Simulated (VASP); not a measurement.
**LiCu: single point with PBE**

The system is LiCu.

```xyz
2
Lattice="2.5528 0.0000 0.0000 0.0000 2.5528 0.0000 0.0000 0.0000 3.8398" Properties=species:S:1:pos:R:3 pbc="T T T"
Li    1.2764    1.2764    1.9199
Cu    0.0000    0.0000    0.0000
```

This cell differs from its parent crystal: volume scaled by 0.97, then relaxed in part.

| Property | Result |
| --- | --- |
| Program | VASP 6.6.1 |
| Task | single point |
| Functional | PBE |
| Potentials or basis | VASP PAW PBE potentials, release 64 (Li_sv, Cu) |
| Cutoff | 520 eV |
| k mesh | 20 × 20 × 16 |
| Occupations | gaussian, width 0.1 eV |
| Spin | no spin polarisation |

- Band gap on the k mesh: zero (band 7 reaches 9.45 eV, above the bottom of band 8 at 2.58 eV)

Levels at points of the mesh, in eV from the Fermi level:
```
           k point  band 4  band 5  band 6  band 7  band 8  band 9  band 10  band 11
(0.00, 0.00, 0.00)   -3.46   -2.22   -2.22   -1.83    1.09    6.56    13.05    13.05
(0.50, 0.00, 0.00)   -3.17   -2.40   -2.13   -0.70   -0.07    7.25     8.44     9.65
(0.50, 0.50, 0.00)   -3.00   -2.56   -1.42    2.28    2.28    5.66     9.24    11.11
(0.00, 0.00, 0.50)   -2.73   -2.61   -2.26   -2.26   -1.83   15.24    15.25    15.34
(0.50, 0.00, 0.50)   -2.39   -2.36   -2.15   -0.51   -0.33    2.13     6.51    17.35
(0.50, 0.50, 0.50)   -3.26   -2.25   -1.42    4.98    4.98    5.96     5.96     6.25
```

It took 2.5 min on 1 thread of Intel(R) Xeon(R) 6975P-C (Granite Rapids), on a shared host, peak memory 0.3 GiB.
